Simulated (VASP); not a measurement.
# Ge (a cell with a defect) in VASP: single point with PBEsol

Aim: the single point of Ge (a cell with a defect) with PBEsol.

Program: VASP 6.6.1. These are calculated values, not measurements. Logs are shortened: lines on timing, memory, paths and dates and some standing lists are left out, and cuts for length are marked.

## 1. The cell of the first run

The cell holds a defect, 17 atoms: a = 11.351 Å, b = 5.676 Å, c = 5.676 Å, α = 90.00°, β = 90.00°, γ = 90.00°.

## 2. Single point, PBEsol

INCAR

```
SYSTEM = Ge
PREC = Accurate ; ENCUT = 520
EDIFF = 1E-6 ; ISMEAR = -1
SIGMA = 0.05 ; LREAL = Auto
LASPH = .TRUE. ; NELM = 100
ALGO = Normal ; ISIF = 2
LWAVE = .FALSE. ; LCHARG = .TRUE.
GGA = PS ; LELF = .TRUE.
LVHAR = .TRUE. ; NBANDS = 133
```

KPOINTS

```
Automatic mesh
0
Gamma
  2 2 2
  0.5 0.5 0.5
```

POSCAR

```
Ge
1.0
   11.3511840000      0.0000000000      0.0000000000
    0.0000000000      5.6755920000      0.0000000000
    0.0000000000      0.0000000000      5.6755920000
Ge
17
Direct
    0.9990990000      0.0086370000      0.0031910000
    0.5027290000      0.9940430000      0.9959640000
    0.1212890000      0.2462290000      0.2503280000
    0.6318960000      0.2478160000      0.2621430000
    0.2529820000      0.4932520000      0.0001360000
    0.7502050000      0.5076500000      0.9963650000
    0.3712720000      0.7498070000      0.2602770000
    0.8726790000      0.7421310000      0.2630190000
    0.2552400000      0.9931490000      0.4959350000
    0.7496390000      0.9934880000      0.4980140000
    0.3735210000      0.2455740000      0.7560040000
    0.8753380000      0.2501820000      0.7420620000
    0.0045930000      0.4962260000      0.5002100000
    0.5001980000      0.4933210000      0.5049890000
    0.1253880000      0.7451140000      0.7444130000
    0.6222580000      0.7548640000      0.7570930000
    0.6203130000      0.8729450000      0.2377550000
```

Potentials or basis: VASP PAW PBE potentials, release 64 (Ge_d).

Launch:

```bash
$ cat potpaw_PBE.64/Ge_d/POTCAR > POTCAR
$ mpirun -np 1 vasp_std > vasp.out
```

OUTCAR:

```text
SYSTEM = Ge
   PREC = Accurate
   ENCUT = 520
   EDIFF = 1E-6
   ISMEAR = -1
   LREAL = Auto
   LASPH = .TRUE.
   NELM = 100
   ISIF = 2
   GGA = PS

 ion  position               nearest neighbor table
   1  0.999  0.009  0.003-   3 2.39  12 2.46  15 2.54   8 2.55
   2  0.503  0.994  0.996-  17 2.03  16 2.35  11 2.46   7 2.53   4 2.55
   3  0.121  0.246  0.250-   1 2.39  13 2.40   5 2.49   9 2.51
   4  0.632  0.248  0.262-  17 2.14  10 2.38  14 2.46   6 2.50   2 2.55
   5  0.253  0.493  0.000-  11 2.40   7 2.47   3 2.49  15 2.50
   6  0.750  0.508  0.996-  16 2.43   8 2.45  12 2.50   4 2.50  17 2.89
   7  0.371  0.750  0.260-   9 2.33   5 2.47  14 2.49   2 2.53  17 2.91
   8  0.873  0.742  0.263-  10 2.40   6 2.45  13 2.45   1 2.55
   9  0.255  0.993  0.496-   7 2.33  11 2.46  15 2.48   3 2.51
  10  0.750  0.993  0.498-  17 2.19   4 2.38   8 2.40  12 2.47  16 2.47
  11  0.374  0.246  0.756-   5 2.40   9 2.46   2 2.46  14 2.46
  12  0.875  0.250  0.742-  13 2.45   1 2.46  10 2.47   6 2.50
  13  0.005  0.496  0.500-   3 2.40  15 2.41  12 2.45   8 2.45
  14  0.500  0.493  0.505-  11 2.46   4 2.46  16 2.48   7 2.49
  15  0.125  0.745  0.744-  13 2.41   9 2.48   5 2.50   1 2.54
  16  0.622  0.755  0.757-   2 2.35   6 2.43  10 2.47  14 2.48  17 2.81
  17  0.620  0.873  0.238-   2 2.03   4 2.14  10 2.19  16 2.81   6 2.89   7 2.91

  LATTYP: Found a simple tetragonal cell.
 ALAT       =     5.6755920000
 C/A-ratio  =     2.0000000000

  Lattice vectors:

 A1 = (   0.0000000000,   5.6755920000,   0.0000000000)
 A2 = (   0.0000000000,   0.0000000000,   5.6755920000)
 A3 = (  11.3511840000,   0.0000000000,   0.0000000000)

Analysis of symmetry for initial positions (statically):
=====================================================================
 Subroutine PRICEL returns:
 Original cell was already a primitive cell.

 Routine SETGRP: Setting up the symmetry group for a
 simple tetragonal supercell.

 Subroutine GETGRP returns: Found  1 space group operations
 (whereof  1 operations were pure point group operations)
 out of a pool of 16 trial point group operations.

The static configuration has the point symmetry C_1 .

Analysis of symmetry for dynamics (positions and initial velocities):
=====================================================================
 Subroutine PRICEL returns:
 Original cell was already a primitive cell.

 Routine SETGRP: Setting up the symmetry group for a
 simple tetragonal supercell.

 Subroutine GETGRP returns: Found  1 space group operations
 (whereof  1 operations were pure point group operations)
 out of a pool of 16 trial point group operations.
[... 116 lines left out ...]
   ISIF   =      2    stress and relaxation
   ISYM   =      2    0-nonsym 1-usesym 2-fastsym
   POTIM  = 0.5000    time-step for ionic-motion
   TEBEG  =    0.0;   TEEND  =   0.0 temperature during run
   PSTRESS=    0.0 pullay stress
   NELECT =     238.0000    total number of electrons
   NUPDOWN=      -1.0000    fix difference up-down
   EMIN   =  10.00;   EMAX   =-10.00  energy-range for DOS
   EFERMI =   0.00;   METHOD = LEGACY
   ISMEAR =    -1;   SIGMA  =   0.05  broadening in eV -4-tet -1-fermi 0-gaus
   EFERMI_NEDOS =   21; number of points for ismear=-14 and -15
   IALGO  =     38    algorithm
   IMIX   =      4    mixing-type and parameters
     AMIX     =   0.40;   BMIX     =  1.00
     AMIX_MAG =   1.60;   BMIX_MAG =  1.00
  volume/ion in A,a.u.               =      21.51       145.15
  Fermi-wavevector in a.u.,A,eV,Ry     =   1.418772  2.681091 27.387363  2.012914
  Thomas-Fermi vector in A             =   2.539863
   LORBIT       =      0    0 simple, 1 ext, 2 COOP (PROOUT), +10 PAW based schemes
   GGA     = PS    functional components
   LHFCALC =     F    Hartree Fock is set to
   AEXX    =    0.0000 exact exchange contribution
   IVDW    =     0    specifies the selected vdW correction
   LEPSILON=     F    determine dielectric tensor
   LRPA    =     F    only Hartree local field effects (RPA)
 non-spin polarized calculation
  energy-cutoff  :      520.00
  volume of cell :      365.65
 maximum number of plane-waves:      9854
 NGX is ok and might be reduce to    84
   NGX = 43   NGY = 21   NGZ = 21

 number of electron     238.0000059 magnetization

 Free energy of the ion-electron system (eV)
  ---------------------------------------------------
  ext. energy  EPLUGINS =         0.00000000
  ---------------------------------------------------
  free energy    TOTEN  =       -76.95664179 eV

  energy without entropy =      -76.86265610  energy(sigma->0) =      -76.90964895

 E-fermi :   5.6545     XC(G=0): -10.3703

 val. band max:        5.5813303870   @ k =   0.2500   0.2500   0.2500
 cond. band min:       5.6596789369   @ k =   0.2500  -0.2500  -0.2500
 fundamental gap:      0.0783485499
 Fermi energy:         5.6545448844

 k-point     1 :       0.2500    0.2500    0.2500
  band No.  band energies     occupation
      1     -20.4470      2.00000
      2     -20.2719      2.00000
      3     -20.1807      2.00000
      4     -20.0582      2.00000
      5     -19.9547      2.00000
      6     -19.9114      2.00000
[... 525 lines left out ...]
    130       8.2520      0.00000
    131       8.5402      0.00000
 [bands above 131 left out]

------------------------ aborting loop because EDIFF is reached ----------------------------------------

  FORCE on cell =-STRESS in cart. coord.  units (eV):
  Direction    XX          YY          ZZ          XY          YZ          ZX
  --------------------------------------------------------------------------------------
  -------------------------------------------------------------------------------------
  Total       17.3997659     23.2616414     21.9515719     -2.9397672      2.7109205     11.7293259
  in kB       76.2413343    101.9265769     96.1861869    -12.8813098     11.8785617     51.3949131
  external PRESSURE =      91.4513660 kB  Pullay stress =       0.0000000 kB

 VOLUME and BASIS-vectors are now :
 -----------------------------------------------------------------------------
  energy-cutoff  :      520.00
  volume of cell :      365.65
      direct lattice vectors                 reciprocal lattice vectors
    11.351184000  0.000000000  0.000000000     0.088096537  0.000000000  0.000000000
     0.000000000  5.675592000  0.000000000     0.000000000  0.176193074  0.000000000
     0.000000000  0.000000000  5.675592000     0.000000000  0.000000000  0.176193074

 POSITION                                       TOTAL-FORCE (eV/Angst)
 -----------------------------------------------------------------------------------
     11.34096      0.04902      0.01811        -0.320749     -0.875904     -0.327295
      5.70657      5.64178      5.65269        -5.697895      2.412878     -4.360797
      1.37677      1.39750      1.42076         0.889126      0.140927      0.102210
      7.17277      1.40650      1.48782        -0.048874      5.968615     -0.213899
      2.87165      2.79950      0.00077        -0.747267      0.369147      0.257590
      8.51571      2.88121      5.65496         0.290710     -0.500151     -0.014638
[... 9 lines left out ...]
      7.06337      4.28430      4.29695         0.327717     -0.832962     -1.004904
      7.04129      4.95448      1.34940         1.783499     -7.988625      2.165059
 -----------------------------------------------------------------------------------
    total drift:                                0.002117     -0.002506     -0.002181

  FREE ENERGIE OF THE ION-ELECTRON SYSTEM (eV)
  ---------------------------------------------------
  free  energy   TOTEN  =       -76.9566417899 eV

  energy  without entropy=      -76.8626561044  energy(sigma->0) =      -76.90964895
```

Run time: 6.1 min. Hardware: 1 thread of Intel Xeon Platinum 8259CL at 2.50GHz (Skylake/Cascade Lake), shared host; peak memory 0.42 GiB.

What came out:

* Free energy: -76.9566 eV
* Pressure: 9.1 GPa
* Largest force: 8.467 eV/Å

Forces in eV/Å, atoms in the order of the input:
```
Ge  -0.321 -0.876 -0.327
Ge  -5.698  2.413 -4.361
Ge   0.889  0.141  0.102
Ge  -0.049  5.969 -0.214
Ge  -0.747  0.369  0.258
Ge   0.291 -0.500 -0.015
Ge   0.192 -0.813 -0.734
Ge   1.164  0.094 -0.770
Ge  -1.012  0.650  0.673
Ge   2.975  0.738  3.404
Ge   0.046 -0.028 -0.400
Ge   0.211  0.194  0.463
Ge  -0.268 -0.016  0.093
Ge  -0.054  0.110  0.141
Ge   0.271  0.379  0.525
Ge   0.328 -0.833 -1.005
Ge   1.783 -7.989  2.165
```

Levels at points of the mesh, in eV from the Fermi level:
```tsv
k point	band 115	band 116	band 117	band 118	band 119	band 120	band 121	band 122	band 123	band 124
(0.25, 0.25, 0.25)	-2.02	-1.85	-1.54	-0.99	-0.07	0.04	0.52	0.74	0.96	1.13
```

Caveat: the k points lie up to 0.55 Å⁻¹ apart; the PAW data sets were made with another functional, which shifts forces and pressure a little.
